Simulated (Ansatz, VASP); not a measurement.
# NaP2: VASP beside Ansatz

```xyz
3
Lattice="4.4277 0.0000 0.0000 -2.2138 3.8345 0.0000 0.0000 0.0000 3.1115" Properties=species:S:1:pos:R:3 pbc="T T T"
Na    0.0000    0.0000    0.0000
P     0.0000    2.5563    1.5557
P     2.2138    1.2782    1.5557
```

Alike in both runs: functional PBE; k mesh 6 × 6 × 6; occupations gaussian, width 0.1 eV; no spin polarisation.

Ansatz relaxed the structure, and its values are those at the end. VASP's run is a single point on that final structure, the one shown.

|  | VASP | Ansatz |
| --- | --- | --- |
| version | VASP 6.6.1 | Ansatz 0.2.0 |
| potentials or method | VASP PAW PBE potentials, release 64 (Na_pv, P), cutoff 520 eV | scalar-relativistic, plane waves, PAW |
| valence electrons in the cell | 17 | 19 |

|  | VASP | Ansatz | Ansatz less VASP |
| --- | --- | --- | --- |
| gap on the k mesh at the Fermi level (eV) | none | none | - |
| pressure (GPa) | 0.0 | 0.0 | +0.02 |

A gap of «none» marks a metal or a gap that the smearing closes. VASP's potentials hold 17 valence electrons a cell and Ansatz's 19, so a difference there can come from the potentials and not from the codes.
